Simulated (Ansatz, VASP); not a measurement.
**BaF2 in VASP and in Ansatz**

The input INCAR:

```
SYSTEM = BaF2
  PREC = Accurate
  ENCUT = 600
  EDIFF = 1E-6
  ISMEAR = 0
  SIGMA = 0.02
  LREAL = .FALSE.
  LASPH = .TRUE.
  NELM = 120
  ALGO = Normal
  ISIF = 2
  LWAVE = .FALSE.
  LCHARG = .FALSE.
  GGA = PE
  NBANDS = 19
  GGA_COMPAT = .FALSE.
```

The input KPOINTS:

```
Automatic mesh
0
G
  6 6 6
  0 0 0
```

File POSCAR:

```
BaF2
1.0
    0.0000000000      3.0592483526      3.0592483526
    3.0592483526      0.0000000000      3.0592483526
    3.0592483526      3.0592483526      0.0000000000
Ba F
1 2
Direct
    0.0000000000      0.0000000000      0.0000000000
    0.2500000000      0.2500000000      0.2500000000
    0.7500000000      0.7500000000      0.7500000000
```

Input for Ansatz:

```yaml
crystal:
  lattice:
    - [0.0, 3.0592483521, 3.0592483521]
    - [3.0592483521, 0.0, 3.0592483521]
    - [3.0592483521, 3.0592483521, 0.0]
  atoms:
    - { symbol: Ba, position: [0.0, 0.0, 0.0] }
    - { symbol: F, position: [0.25, 0.25, 0.25] }
    - { symbol: F, position: [0.75, 0.75, 0.75] }
basis:
  ecutwfc: 420
kpoints:
  mp_grid: { grid: [6, 6, 6] }
hamiltonian:
  xc: pbe
scf:
  occupations: { method: gaussian, width: 0.02 }
output:
  forces: true
  stress: true
  eigenvalues: true
```

Alike in both runs: task single point; functional PBE; k mesh 6 × 6 × 6; occupations gaussian, width 0.02 eV; no spin polarisation.

```csv
,VASP,Ansatz
version,VASP 6.6.1,Ansatz 0.2.0
potentials or method,"VASP PAW PBE potentials, release 64 (Ba_sv, F), cutoff 600 eV","scalar-relativistic, plane waves, PAW"
valence electrons in the cell,24,24
```

Ansatz gave:

* gap on the k mesh at the Fermi level (eV): 7.04
* least direct gap on the mesh (eV): 7.13
* pressure (GPa): 3.9

**Question.** Which values does VASP return?

**Answer.** gap on the k mesh at the Fermi level (eV): 6.96; least direct gap on the mesh (eV): 7.04; pressure (GPa): 5.1.

Neither program's run includes spin-orbit coupling.
